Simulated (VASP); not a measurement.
# GaN (zincblende type) (F-43m) in VASP: further runs

The runs below take GaN (zincblende type) through single point, with PBE.

Program: VASP 6.6.1. These are calculated values, not measurements. Logs are shortened: lines on timing, memory, paths and dates and some standing lists are left out, and cuts for length are marked.

**1. The cell of the first run**

Symmetry: F-43m, No. 216, cubic system. Conventional cell: a = 4.287 Å, b = 4.287 Å, c = 4.287 Å, α = 90.00°, β = 90.00°, γ = 90.00°. Ga (site symmetry -43m) has 4 N at 1.86 Å within 2.5 Å. Within 2.5 Å of N (site symmetry -43m) lie 4 Ga at 1.86 Å.

**2. Single point, PBE**

INCAR

```
SYSTEM = GaN
PREC     = Accurate       ! precision mode
ENCUT    = 520            ! plane-wave cutoff, eV
EDIFF    = 1E-6           ! SCF threshold, eV
ISMEAR   = -1             ! smearing method
SIGMA    = 0.08           ! smearing width, eV
LREAL    = .False.        ! projectors in reciprocal space
LASPH    = .True.         ! aspherical terms in the spheres
NELM     = 60             ! most SCF steps
ALGO     = Normal         ! electronic algorithm
ISIF     = 2              ! what is computed and relaxed
LWAVE    = .False.        ! write WAVECAR
LCHARG   = .True.         ! write CHGCAR
GGA      = PE             ! functional
LELF     = .True.         ! ELF
LVHAR    = .True.       
NBANDS   = 16             ! bands
```

KPOINTS

```
Automatic mesh
0
Gamma
  16 16 16
  0 0 0
```

POSCAR

```
GaN
1.0
    0.0000000000      2.1436326774      2.1436326774
    2.1436326774      0.0000000000      2.1436326774
    2.1436326774      2.1436326774      0.0000000000
Ga N
1 1
Direct
    0.0000000000      0.0000000000      0.0000000000
    0.2500000000      0.2500000000      0.2500000000
```

Potentials or basis: VASP PAW PBE potentials, release 64 (Ga_d, N).

On the command line:

```console
$ cat potpaw_PBE.64/Ga_d/POTCAR potpaw_PBE.64/N/POTCAR > POTCAR
$ mpirun -np 1 vasp_std > vasp.out
```

OUTCAR:

```text
SYSTEM = GaN
   PREC = Accurate
   ENCUT = 520
   EDIFF = 1E-6
   ISMEAR = -1
   LREAL = .False.
   LASPH = .True.
   NELM = 60
   ISIF = 2
   GGA = PE

 ion  position               nearest neighbor table
   1  0.000  0.000  0.000-   2 1.86   2 1.86   2 1.86   2 1.86
   2  0.250  0.250  0.250-   1 1.86   1 1.86   1 1.86   1 1.86

  LATTYP: Found a face centered cubic cell.
 ALAT       =     4.2872653548

  Lattice vectors:

 A1 = (   0.0000000000,   2.1436326774,   2.1436326774)
 A2 = (   2.1436326774,   0.0000000000,   2.1436326774)
 A3 = (   2.1436326774,   2.1436326774,   0.0000000000)

Analysis of symmetry for initial positions (statically):
=====================================================================
 Subroutine PRICEL returns:
 Original cell was already a primitive cell.

 Routine SETGRP: Setting up the symmetry group for a
 face centered cubic supercell.

 Subroutine GETGRP returns: Found 24 space group operations
 (whereof 24 operations were pure point group operations)
 out of a pool of 48 trial point group operations.

The static configuration has the point symmetry T_d .

Analysis of symmetry for dynamics (positions and initial velocities):
=====================================================================
 Subroutine PRICEL returns:
 Original cell was already a primitive cell.

 Routine SETGRP: Setting up the symmetry group for a
 face centered cubic supercell.

 Subroutine GETGRP returns: Found 24 space group operations
 (whereof 24 operations were pure point group operations)
 out of a pool of 48 trial point group operations.

The dynamic configuration has the point symmetry T_d .

 Subroutine INISYM returns: Found 24 space group operations
 (whereof 24 operations are pure point group operations),
 and found     1 'primitive' translations

----------------------------------------------------------------------------------------

                                     Primitive cell

  volume of cell :      19.7007

  direct lattice vectors                    reciprocal lattice vectors
     0.000000000  2.143632677  2.143632677    -0.233248917  0.233248917  0.233248917
     2.143632677  0.000000000  2.143632677     0.233248917 -0.233248917  0.233248917
     2.143632677  2.143632677  0.000000000     0.233248917  0.233248917 -0.233248917

  length of vectors
     3.031554405  3.031554405  3.031554405     0.403998975  0.403998975  0.403998975

[... 73 lines left out ...]
   ICHARG =      2    charge: 1-file 2-atom 10-const
   ISPIN  =      1    spin polarized calculation?
   LNONCOLLINEAR =      F non collinear calculations
   LSORBIT =      F    spin-orbit coupling
   LASPH  =      T    aspherical Exc in radial PAW
   ENCUT  =  520.0 eV  38.22 Ry    6.18 a.u.   5.64  5.64  5.64*2*pi/ulx,y,z
   NELM   =     60;   NELMIN=  2; NELMDL= -5     # of ELM steps
   EDIFF  = 0.1E-05   stopping-criterion for ELM
   LREAL  =      F    real-space projection
   EDIFFG = 0.1E-04   stopping-criterion for IOM
   NSW    =      0    number of steps for IOM
   IBRION =     -1    ionic relax: 0-MD 1-quasi-New 2-CG
   NFREE  =      0    steps in history (QN), initial steepest desc. (CG)
   ISIF   =      2    stress and relaxation
   ISYM   =      2    0-nonsym 1-usesym 2-fastsym
   POTIM  = 0.5000    time-step for ionic-motion
   TEBEG  =    0.0;   TEEND  =   0.0 temperature during run
   PSTRESS=    0.0 pullay stress
   NELECT =      18.0000    total number of electrons
   NUPDOWN=      -1.0000    fix difference up-down
   EMIN   =  10.00;   EMAX   =-10.00  energy-range for DOS
   EFERMI =   0.00;   METHOD = LEGACY
   ISMEAR =    -1;   SIGMA  =   0.08  broadening in eV -4-tet -1-fermi 0-gaus
   EFERMI_NEDOS =   21; number of points for ismear=-14 and -15
   IALGO  =     38    algorithm
   IMIX   =      4    mixing-type and parameters
     AMIX     =   0.40;   BMIX     =  1.00
     AMIX_MAG =   1.60;   BMIX_MAG =  1.00
  volume/ion in A,a.u.               =       9.85        66.47
  Fermi-wavevector in a.u.,A,eV,Ry     =   1.588566  3.001955 34.334878  2.523542
  Thomas-Fermi vector in A             =   2.687550
   LORBIT       =      0    0 simple, 1 ext, 2 COOP (PROOUT), +10 PAW based schemes
   GGA     = PE    functional components
   LHFCALC =     F    Hartree Fock is set to
   AEXX    =    0.0000 exact exchange contribution
   IVDW    =     0    specifies the selected vdW correction
   LEPSILON=     F    determine dielectric tensor
   LRPA    =     F    only Hartree local field effects (RPA)
 non-spin polarized calculation
  energy-cutoff  :      520.00
  volume of cell :       19.70
 maximum number of plane-waves:       544
   NGX = 11   NGY = 11   NGZ = 11

 number of electron      18.0000001 magnetization

 Free energy of the ion-electron system (eV)
  ---------------------------------------------------
  ext. energy  EPLUGINS =         0.00000000
  ---------------------------------------------------
  free energy    TOTEN  =       -11.69442304 eV

  energy without entropy =      -11.69442304  energy(sigma->0) =      -11.69442304

 E-fermi :   8.5106     XC(G=0): -12.4934

 val. band max:        7.0593214362   @ k =   0.0000   0.0000   0.0000
 cond. band min:       9.7491422139   @ k =   0.0000   0.0000   0.0000
 fundamental gap:      2.6898207778
 Fermi energy:         8.5105785985

 k-point     1 :       0.0000    0.0000    0.0000
  band No.  band energies     occupation
      1     -10.2847      2.00000
      2      -6.6157      2.00000
      3      -6.6157      2.00000
      4      -6.6157      2.00000
      5      -6.1099      2.00000
      6      -6.1099      2.00000
[... 433 lines left out ...]
      3      -6.5937      2.00000
      4      -6.5832      2.00000
      5      -6.1186      2.00000
      6      -6.1063      2.00000
[... 8 lines left out ...]
     15      25.2958      0.00000
     16      27.2918      0.00000

 [... further k-points ...]
[... 5 lines left out ...]
  --------------------------------------------------------------------------------------
  -------------------------------------------------------------------------------------
  Total        5.5017664      5.5017664      5.5017664      0.0000000      0.0000000     -0.0000000
  in kB      447.4367240    447.4367240    447.4367240      0.0000000      0.0000000     -0.0000000
  external PRESSURE =     447.4367240 kB  Pullay stress =       0.0000000 kB

 VOLUME and BASIS-vectors are now :
 -----------------------------------------------------------------------------
  energy-cutoff  :      520.00
  volume of cell :       19.70
      direct lattice vectors                 reciprocal lattice vectors
     0.000000000  2.143632677  2.143632677    -0.233248917  0.233248917  0.233248917
     2.143632677  0.000000000  2.143632677     0.233248917 -0.233248917  0.233248917
     2.143632677  2.143632677  0.000000000     0.233248917  0.233248917 -0.233248917

 POSITION                                       TOTAL-FORCE (eV/Angst)
 -----------------------------------------------------------------------------------
      0.00000      0.00000      0.00000        -0.000000     -0.000000     -0.000000
      1.07182      1.07182      1.07182         0.000000      0.000000      0.000000
 -----------------------------------------------------------------------------------
    total drift:                                0.000003      0.000003      0.000003

  FREE ENERGIE OF THE ION-ELECTRON SYSTEM (eV)
  ---------------------------------------------------
  free  energy   TOTEN  =       -11.6944230389 eV

  energy  without entropy=      -11.6944230385  energy(sigma->0) =      -11.69442304
```

Run time: 21 s. Hardware: 1 thread of Intel Xeon 6975P-C (Granite Rapids), shared host; peak memory 0.16 GiB.

Results:

* Free energy: -11.6944 eV
* Pressure: 44.7 GPa
* Band gap on the k mesh: 2.69 eV, direct

**3. Single point, PBE**

INCAR

```
SYSTEM = GaN
PREC = Accurate
ENCUT = 520
EDIFF = 1E-7
ISMEAR = -1
SIGMA = 0.08
LREAL = .FALSE.
LASPH = .TRUE.
NELM = 100
ALGO = Normal
ISIF = 2
LWAVE = .FALSE.
LCHARG = .FALSE.
GGA = PE
NBANDS = 16
```

KPOINTS

```
regular mesh
0
G
  16 16 16
  0 0 0
```

POSCAR

```
GaN
1.0
    0.0000000000      2.1432754406      2.1432754406
    2.1432754406      0.0000000000      2.1432754406
    2.1432754406      2.1432754406      0.0000000000
Ga N
1 1
Direct
    0.0000000000      0.0000000000      0.0000000000
    0.2500000000      0.2500000000      0.2500000000
```

Potentials or basis: VASP PAW PBE potentials, release 64 (Ga_d, N).

On the command line:

```console
$ cat potpaw_PBE.64/Ga_d/POTCAR potpaw_PBE.64/N/POTCAR > POTCAR
$ mpirun -np 1 vasp_std > vasp.out
```

It took 17 s on 1 thread of Intel Xeon 6975P-C (Granite Rapids), shared host; peak memory 0.17 GiB.

Results (log left out):

```
Free energy            : -11.6917 eV
Pressure               : 44.9 GPa
Band gap on the k mesh : 2.69 eV, direct
```

Levels at points of the mesh, in eV from the valence-band top:
```csv
k point,band 6,band 7,band 8,band 9,band 10,band 11,band 12,band 13
"(0.00, 0.00, 0.00)",-13.17,0.00,0.00,0.00,2.69,11.26,11.26,11.26
"(0.50, 0.00, 0.00)",-11.90,-8.12,-1.18,-1.18,5.69,9.46,11.14,11.14
"(0.50, 0.50, 0.00)",-11.51,-6.78,-3.29,-3.29,3.38,7.52,12.88,15.61
```

A k mesh can miss the band edges. PBE gaps usually lie below the measured ones, often by a third to a half.
